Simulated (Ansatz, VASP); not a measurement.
# ZnCd2S3 in VASP and in Ansatz

```
Zn Cd S
1.0
     4.06797    0.00000    0.00000
    -2.03399    3.52297    0.00000
     0.00000    0.00000   20.10306
Zn Cd S
2 4 6
Direct
  0.66667 0.33333 0.33325
  0.33333 0.66667 0.83325
  0.00000 0.00000 0.99712
  0.00000 0.00000 0.49712
  0.33333 0.66667 0.17163
  0.66667 0.33333 0.67163
  0.00000 0.00000 0.12397
  0.00000 0.00000 0.62397
  0.33333 0.66667 0.29898
  0.66667 0.33333 0.79898
  0.66667 0.33333 0.45005
  0.33333 0.66667 0.95005
```

Alike in both runs: functional PBE; k mesh 12 × 12 × 2; occupations gaussian, width 0.02 eV; no spin polarisation.

Ansatz relaxed the structure, and its values are those at the end. VASP's run is a single point on that final structure, the one shown.

```csv
,VASP,Ansatz
version,VASP 6.6.1,Ansatz 0.2.0
potentials or method,"VASP PAW PBE potentials, release 64 (Zn, Cd, S), cutoff 520 eV","scalar-relativistic, plane waves, PAW"
valence electrons in the cell,108,140
```

```tsv
	VASP	Ansatz	Ansatz less VASP
gap on the k mesh at the Fermi level (eV)	1.18	1.18	-0.001
least direct gap on the mesh (eV)	1.18	1.18	-0.001
pressure (GPa)	0.3	0.0	-0.27
rms of the force components (eV/Å)	0.007	0.001	-0.0062
```

With one functional, cell and mesh, what is left measures potentials, basis and numerics. VASP's potentials hold 108 valence electrons a cell and Ansatz's 140, so a difference there can come from the potentials and not from the codes.
